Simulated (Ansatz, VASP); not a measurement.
# CsH in VASP and in Ansatz

File POSCAR:

```
CsH
1.0
    0.0000000000      3.1880000000      3.1880000000
    3.1880000000      0.0000000000      3.1880000000
    3.1880000000      3.1880000000      0.0000000000
Cs H
1 1
Direct
    0.0235257215      0.0235257215     -0.0235257215
    0.5000000000      0.5000000000      0.5000000000
```

File INCAR.step1:

```
SYSTEM = CsH
ALGO = Normal ; EDIFF = 1E-4
ENCUT = 520 ; GGA = PE
ISMEAR = 0 ; LASPH = .TRUE.
LCHARG = .FALSE. ; LREAL = .FALSE.
LWAVE = .TRUE. ; NBANDS = 12
NELM = 100 ; PREC = Accurate
SIGMA = 0.05
```

INCAR.step2

```
SYSTEM = CsH
ALGO = Normal ; EDIFF = 1E-7
ENCUT = 520 ; ISIF = 2
ISMEAR = 0 ; ISTART = 1
LASPH = .TRUE. ; LCHARG = .FALSE.
LMIXTAU = .TRUE. ; LREAL = .FALSE.
LWAVE = .FALSE. ; METAGGA = R2SCAN
NBANDS = 12 ; NELM = 100
PREC = Accurate ; SIGMA = 0.05
```

Contents of KPOINTS:

```
k-points
0
G
  6 6 6
  0 0 0
```

Input for Ansatz:

```yaml
crystal:
  lattice:
    - [0.0, 3.188, 3.188]
    - [3.188, 0.0, 3.188]
    - [3.188, 3.188, 0.0]
  atoms:
    - { symbol: Cs, position: [0.0235257215, 0.0235257215, -0.0235257215] }
    - { symbol: H, position: [0.5, 0.5, 0.5] }
basis:
  ecutwfc: 500
kpoints:
  mp_grid: { grid: [6, 6, 6] }
hamiltonian:
  xc: r2scan
scf:
  occupations: { method: gaussian, width: 0.05 }
output:
  forces: true
  stress: true
  eigenvalues: true
```

Change from the starting cell: all Cs atoms moved +0.150 Å, as atom 1 along Cartesian [0 0 1].

Alike in both runs: task single point; functional r2SCAN; k mesh 6 × 6 × 6; occupations gaussian, width 0.05 eV; no spin polarisation.

|  | VASP | Ansatz |
| --- | --- | --- |
| version | VASP 6.6.1 | Ansatz 0.2.0 |
| potentials or method | VASP PAW PBE potentials, release 64 (Cs_sv, H), cutoff 520 eV | scalar-relativistic, plane waves, PAW |
| valence electrons in the cell | 10 | 10 |

|  | VASP | Ansatz | Ansatz less VASP |
| --- | --- | --- | --- |
| gap on the k mesh at the Fermi level (eV) | 2.68 | 2.70 | +0.017 |
| least direct gap on the mesh (eV) | 2.68 | 2.70 | +0.017 |
| pressure (GPa) | 0.1 | 0.1 | -0.02 |
| traceless stress, the component that is largest in VASP (GPa) | 0.16 | 0.16 | -0.003 |
| rms of the force components (eV/Å) | 0.055 | 0.055 | -0.0008 |

VASP's potentials were made for PBE, not for r2SCAN. Atom by atom the forces differ by 0.001 eV/Å (rms over components). With one functional, cell and mesh, what is left measures potentials, basis and numerics.

Neither program's run includes spin-orbit coupling.
